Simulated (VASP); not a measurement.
Set up this calculation in VASP 6.6.1, as the native input.

```
Task                   : single point
Functional             : LDA
Potentials or basis    : VASP PAW LDA potentials, release 64 (W_sv, Se)
Cutoff                 : 520 eV
k mesh                 : 10 × 10 × 4
Occupations            : fermi-dirac, width 0.08 eV
Spin                   : no spin polarisation
Dipole correction      : no
Further INCAR settings : ALGO = Normal; EDIFF = 1e-06; NBANDS = 35
```

The structure of WSe2 lies in POSCAR:

```
WSe2
1.0
    3.2497319238      0.0000000000      0.0000000000
   -1.6248659619      2.8143504015      0.0000000000
    0.0000000000      0.0000000000     12.8201696780
W Se
2 4
Direct
    0.3333333333      0.6666666667      0.2500000000
    0.6666666667      0.3333333333      0.7500000000
    0.3333333333      0.6666666667      0.6199816853
    0.6666666667      0.3333333333      0.1199816853
    0.3333333333      0.6666666667      0.8800183147
    0.6666666667      0.3333333333      0.3800183147
```

The input as run:

INCAR

```
SYSTEM = WSe2
  PREC = Accurate
  ENCUT = 520
  EDIFF = 1E-6
  ISMEAR = -1
  SIGMA = 0.08
  LREAL = .FALSE.
  LASPH = .TRUE.
  NELM = 80
  ALGO = Normal
  ISIF = 2
  LWAVE = .FALSE.
  LCHARG = .FALSE.
  NBANDS = 35
```

KPOINTS

```
regular mesh
0
G
  10 10 4
  0 0 0
```

Potentials or basis: VASP PAW LDA potentials, release 64 (W_sv, Se).

Command:

```sh
$ cat potpaw_LDA.64/W_sv/POTCAR potpaw_LDA.64/Se/POTCAR > POTCAR
$ mpirun -np 1 vasp_std > vasp.out
```

Results of the run:

```yaml
Pressure: 0.8 GPa
Largest_force: 0.102 eV/Å
Band_gap_on_the_k_mesh: 0.89 eV (least direct gap 1.87 eV)
```

Caveat: spin-orbit coupling is left out, which moves the levels of the heavy elements.

It took 56 s on 1 thread of Intel(R) Xeon(R) 6975P-C (Granite Rapids), with other jobs on the host, peak memory 0.27 GiB.
